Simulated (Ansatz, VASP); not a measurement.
**Two plane-wave programs on BN**

```
CELL_PARAMETERS angstrom
4.33230 0.00000 0.00000
0.00000 4.33230 0.00000
0.00000 0.00000 2.61420
ATOMIC_POSITIONS crystal
B 0.17413 0.82587 0.50000
B 0.32587 0.32587 0.00000
B 0.67413 0.67413 0.00000
B 0.82587 0.17413 0.50000
N 0.81239 0.81239 0.50000
N 0.31239 0.68761 0.00000
N 0.68761 0.31239 0.00000
N 0.18761 0.18761 0.50000
```

Alike in both runs: task single point; functional PBEsol; k mesh 6 × 6 × 10; occupations gaussian, width 0.05 eV; no spin polarisation.

|  | VASP | Ansatz |
| --- | --- | --- |
| version | VASP 6.6.1 | Ansatz 0.2.0 |
| potentials or method | VASP PAW PBE potentials, release 64 (B, N), cutoff 520 eV | scalar-relativistic, plane waves, PAW |
| valence electrons in the cell | 32 | 32 |

Ansatz gave:

- gap on the k mesh at the Fermi level (eV): 4.54
- least direct gap on the mesh (eV): 5.61
- pressure (GPa): -0.5
- traceless stress, the component that is largest in VASP (GPa): -24.59
- rms of the force components (eV/Å): 0.206

Which values does VASP return?

gap on the k mesh at the Fermi level (eV): 4.53; least direct gap on the mesh (eV): 5.59; pressure (GPa): 0.3; traceless stress, the component that is largest in VASP (GPa): -24.72; rms of the force components (eV/Å): 0.217.

VASP's potentials were made for PBE, not for PBEsol, and Ansatz warns of the same on its side. Atom by atom the forces differ by 0.012 eV/Å (rms over components).
